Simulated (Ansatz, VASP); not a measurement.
# Mg in VASP and in Ansatz

```
Mg
1.0
    -1.47650    1.47650    1.50603
     1.47650   -1.47650    1.50603
     1.47650    1.47650   -1.50603
Mg
1
Direct
  0.00000 0.00000 0.00000
```

Change from the starting cell: zz strain of +2 %, crystal datasets.

Alike in both runs: task electric field gradients; functional PBEsol; k mesh 16 × 16 × 16; occupations fermi-dirac, width 0.05 eV; no spin polarisation.

|  | VASP | Ansatz |
| --- | --- | --- |
| version | VASP 6.6.1 | Ansatz 0.2.0 |
| potentials or method | VASP PAW PBE potentials, release 64 (Mg), cutoff 520 eV | all-electron PAW with datasets made for the crystal, scalar-relativistic |

Ansatz gave:

```
pressure (GPa)                                                : 55.8
traceless stress, the component that is largest in VASP (GPa) : -0.96
size of Vzz on the site where it differs most (V/Å²)          : 1.4
```

Task: Estimate VASP's values.

Result: Pressure (GPa): 57.0; traceless stress, the component that is largest in VASP (GPa): -0.99; size of Vzz on the site where it differs most (V/Å²): 1.2.

VASP's potentials were made for PBE, not for PBEsol. Both programs put the cell under a high pressure, so it lies far from rest at this level. Ansatz ran all-electron here, and VASP with PAW potentials.
